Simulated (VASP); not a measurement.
# Zn3C (P6_3/mmc) in VASP: a series of runs, part 2 of 2

VASP 6.6.1. The steps go on from the part before.

### Step 4. Single point, PBE

This run uses another cell than the first one, of 14.24 Å³/atom, 1.007 times its volume.

Contents of INCAR:

```
  PREC = Accurate
  ENCUT = 520
  EDIFF = 1E-6
  ISMEAR = 0
  SIGMA = 0.1
  LREAL = False
  LASPH = True
  NELM = 60
  ALGO = Normal
  ISIF = 2
  LWAVE = False
  LCHARG = True
  GGA = PE
  LELF = True
  LVHAR = True
  NBANDS = 50
```

Contents of KPOINTS:

```
regular mesh
0
Gamma
  3 3 6
```

Contents of POSCAR:

```
Zn3C
1.0
    6.7931929498      0.0000000000      0.0000000000
   -3.3965964749      5.8830776673      0.0000000000
    0.0000000000      0.0000000000      2.8512580566
Zn C
6 2
Direct
    0.3894107790      0.1947053895      0.7500000000
    0.8052946105      0.1947053895      0.7500000000
    0.8052946105      0.6105892210      0.7500000000
    0.6105892210      0.8052946105      0.2500000000
    0.1947053895      0.8052946105      0.2500000000
    0.1947053895      0.3894107790      0.2500000000
    0.6666666667      0.3333333333      0.2500000000
    0.3333333333      0.6666666667      0.7500000000
```

Potentials or basis: VASP PAW PBE potentials, release 64 (Zn, C).

The run is started by

```bash
$ cat potpaw_PBE.64/Zn/POTCAR potpaw_PBE.64/C/POTCAR > POTCAR
$ mpirun -np 1 vasp_std > vasp.out
```

OUTCAR:

```text
PREC = Accurate
   ENCUT = 520
   EDIFF = 1E-6
   ISMEAR = 0
   LREAL = False
   LASPH = True
   NELM = 60
   ISIF = 2
   GGA = PE

 ion  position               nearest neighbor table
   1  0.389  0.195  0.750-   7 2.17   7 2.17   5 2.70   5 2.70   6 2.70   6 2.70   3 2.83   2 2.83

   2  0.805  0.195  0.750-   7 2.17   7 2.17   4 2.70   4 2.70   6 2.70   6 2.70   3 2.83   1 2.83

   3  0.805  0.611  0.750-   7 2.17   7 2.17   4 2.70   4 2.70   5 2.70   5 2.70   1 2.83   2 2.83

   4  0.611  0.805  0.250-   8 2.17   8 2.17   2 2.70   2 2.70   3 2.70   3 2.70   6 2.83   5 2.83

   5  0.195  0.805  0.250-   8 2.17   8 2.17   1 2.70   1 2.70   3 2.70   3 2.70   6 2.83   4 2.83

   6  0.195  0.389  0.250-   8 2.17   8 2.17   1 2.70   1 2.70   2 2.70   2 2.70   4 2.83   5 2.83

   7  0.667  0.333  0.250-   2 2.17   2 2.17   3 2.17   3 2.17   1 2.17   1 2.17
   8  0.333  0.667  0.750-   5 2.17   5 2.17   6 2.17   6 2.17   4 2.17   4 2.17

  LATTYP: Found a hexagonal cell.
 ALAT       =     6.7931929498
 C/A-ratio  =     0.4197228134

  Lattice vectors:
[... 185 lines left out ...]
 fundamental gap:      0.3252433484
 Fermi energy:         2.8532581530

 k-point     1 :       0.0000    0.0000    0.0000
  band No.  band energies     occupation
      1     -10.0380      2.00000
      2      -9.2420      2.00000
      3      -5.3395      2.00000
      4      -5.3395      2.00000
      5      -5.1856      2.00000
      6      -5.1519      2.00000
[... 625 lines left out ...]
     49       7.2966      0.00000
     50       7.2966      0.00000

------------------------ aborting loop because EDIFF is reached ----------------------------------------

  FORCE on cell =-STRESS in cart. coord.  units (eV):
  Direction    XX          YY          ZZ          XY          YZ          ZX
  --------------------------------------------------------------------------------------
  -------------------------------------------------------------------------------------
  Total        0.3288273      0.3288273      0.3495347      0.0000000     -0.0000000      0.0000000
  in kB        4.6234204      4.6234204      4.9145740      0.0000000     -0.0000000      0.0000000
  external PRESSURE =       4.7204716 kB  Pullay stress =       0.0000000 kB

 VOLUME and BASIS-vectors are now :
 -----------------------------------------------------------------------------
  energy-cutoff  :      520.00
  volume of cell :      113.95
      direct lattice vectors                 reciprocal lattice vectors
     6.793192950  0.000000000  0.000000000     0.147206182  0.084989529  0.000000000
    -3.396596475  5.883077667  0.000000000     0.000000000  0.169979058  0.000000000
     0.000000000  0.000000000  2.851258057     0.000000000  0.000000000  0.350722376

 POSITION                                       TOTAL-FORCE (eV/Angst)
 -----------------------------------------------------------------------------------
      1.98401      1.14547      2.13844        -0.017042     -0.009839      0.000000
      4.80919      1.14547      2.13844         0.017042     -0.009839      0.000000
      3.39660      3.59214      2.13844        -0.000000      0.019678     -0.000000
      1.41259      4.73761      0.71281         0.017042      0.009839     -0.000000
     -1.41259      4.73761      0.71281        -0.017042      0.009839     -0.000000
      0.00000      2.29093      0.71281         0.000000     -0.019678      0.000000
      3.39660      1.96103      0.71281        -0.000000      0.000000      0.000000
     -0.00000      3.92205      2.13844         0.000000      0.000000      0.000000
 -----------------------------------------------------------------------------------
    total drift:                               -0.000000      0.000000     -0.000000

  FREE ENERGIE OF THE ION-ELECTRON SYSTEM (eV)
  ---------------------------------------------------
  free  energy   TOTEN  =       -18.4146759444 eV

  energy  without entropy=      -18.4020607401  energy(sigma->0) =      -18.40836834
```

OSZICAR:

```text
N       E                     dE             d eps       ncg     rms          rms(c)
DAV:   1     0.616658020717E+03    0.61666E+03   -0.37703E+04  1216   0.240E+03
DAV:   2     0.493230460235E+02   -0.56733E+03   -0.54137E+03  1200   0.488E+02
DAV:   3    -0.192905425129E+02   -0.68614E+02   -0.66250E+02  1312   0.159E+02
DAV:   4    -0.231508789079E+02   -0.38603E+01   -0.36992E+01  1352   0.335E+01
DAV:   5    -0.232165486656E+02   -0.65670E-01   -0.65604E-01  1310   0.406E+00    0.145E+01
DAV:   6    -0.186826990244E+02    0.45338E+01   -0.25147E+01  1648   0.590E+01    0.925E+00
DAV:   7    -0.184562952983E+02    0.22640E+00   -0.57334E+00  1316   0.165E+01    0.526E+00
DAV:   8    -0.184353330290E+02    0.20962E-01   -0.10125E+00  1462   0.459E+00    0.185E+00
DAV:   9    -0.184191172721E+02    0.16216E-01   -0.82447E-02  1324   0.208E+00    0.538E-01
DAV:  10    -0.184145946018E+02    0.45227E-02   -0.23468E-02  1410   0.689E-01    0.212E-01
DAV:  11    -0.184146919226E+02   -0.97321E-04   -0.48909E-03  1272   0.291E-01    0.367E-02
DAV:  12    -0.184146944389E+02   -0.25162E-05   -0.13804E-04  1566   0.762E-02    0.305E-02
DAV:  13    -0.184146785713E+02    0.15868E-04   -0.36909E-05  1358   0.369E-02    0.141E-02
DAV:  14    -0.184146765114E+02    0.20599E-05   -0.88624E-06  1118   0.125E-02    0.666E-03
DAV:  15    -0.184146759444E+02    0.56699E-06   -0.16493E-06   898   0.104E-02
   1 F= -.18414676E+02 E0= -.18408368E+02  d E =-.126152E-01
```

Wall time 77 s (1 thread of Intel Xeon Platinum 8259CL at 2.50GHz (Skylake/Cascade Lake), shared host); peak memory 0.26 GiB.

Results:

* Free energy: -18.4147 eV
* Pressure: 0.5 GPa
* Largest force: 0.020 eV/Å
* Band gap on the k mesh: zero (band 40 reaches 3.86 eV, above the bottom of band 41 at 2.38 eV)

Forces on the atoms (eV/Å):
```
Zn  -0.017 -0.010  0.000
Zn   0.017 -0.010  0.000
Zn   0.000  0.020  0.000
Zn   0.017  0.010  0.000
Zn  -0.017  0.010  0.000
Zn   0.000 -0.020  0.000
C    0.000  0.000  0.000
C    0.000  0.000  0.000
```

Levels at points of the mesh, in eV from the Fermi level:
```tsv
k point	band 36	band 37	band 38	band 39	band 40	band 41	band 42	band 43	band 44	band 45
(0.00, 0.00, 0.00)	-5.05	-5.05	-0.98	-0.98	1.01	1.39	2.54	2.54	2.75	3.19
(0.00, 0.00, 0.50)	-2.72	-2.72	-2.72	-0.41	-0.41	0.44	0.44	0.44	0.44	3.75
```

Caveat: the k points lie up to 0.37 Å⁻¹ apart.

### Step 5. Overview

| cell | k mesh | gap on the mesh (eV) | pressure (GPa) | largest force (eV/Å) |
| --- | --- | --- | --- | --- |
| a = 6.831, b = 6.831, c = 2.800 Å, angles 90.0, 90.0, 120.0°, 8 atoms | 3 × 3 × 4 | none | 0.3 | 0.02 |
| a = 6.068, b = 6.068, c = 4.749 Å, angles 90.0, 90.0, 120.0°, 8 atoms | 3 × 3 × 4 | none | -14.8 | 0.37 |
| a = 6.793, b = 6.793, c = 2.851 Å, angles 90.0, 90.0, 120.0°, 8 atoms | 3 × 3 × 6 | none | 0.5 | 0.02 |

Alike in all rows: task single point; level PBE; potentials or basis VASP PAW PBE potentials, release 64 (Zn, C); no spin polarisation; cutoff (eV) 520; smearing gaussian 0.1 eV.

Caveats: all runs use coarse meshes.

Total energies depend on the potentials used, so only differences within one code and one set of settings carry meaning.
